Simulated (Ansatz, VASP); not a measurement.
**Zn3SeS2: VASP beside Ansatz**

```xyz
12
Lattice="3.9121 0.0000 0.0000 -1.9561 3.3880 0.0000 0.0000 0.0000 19.2675" Properties=species:S:1:pos:R:3 pbc="T T T"
Zn    0.0000    2.2587    0.1327
Zn    0.0000    2.2587    6.3619
Zn    0.0000    2.2587   12.8793
Zn    1.9561    1.1293    3.2455
Zn    1.9561    1.1293    9.7665
Zn    1.9561    1.1293   15.9956
Se    0.0000    2.2587    8.8460
Se    1.9561    1.1293   18.4798
S     0.0000    2.2587    2.4882
S     0.0000    2.2587   15.2449
S     1.9561    1.1293    5.6112
S     1.9561    1.1293   12.1220
```

Alike in both runs: functional PBE; k mesh 12 × 12 × 2; occupations gaussian, width 0.02 eV; no spin polarisation.

Ansatz relaxed the structure, and its values are those at the end. VASP's run is a single point on that final structure, the one shown.

```csv
,VASP,Ansatz
version,VASP 6.6.1,Ansatz 0.2.0
potentials or method,"VASP PAW PBE potentials, release 64 (Zn, Se, S), cutoff 520 eV","scalar-relativistic, plane waves, PAW"
valence electrons in the cell,108,128
```

|  | VASP | Ansatz | Ansatz less VASP |
| --- | --- | --- | --- |
| gap on the k mesh at the Fermi level (eV) | 1.48 | 1.49 | +0.001 |
| least direct gap on the mesh (eV) | 1.48 | 1.49 | +0.001 |
| pressure (GPa) | 0.2 | 0.0 | -0.18 |

VASP's potentials hold 108 valence electrons a cell and Ansatz's 128, so a difference there can come from the potentials and not from the codes.
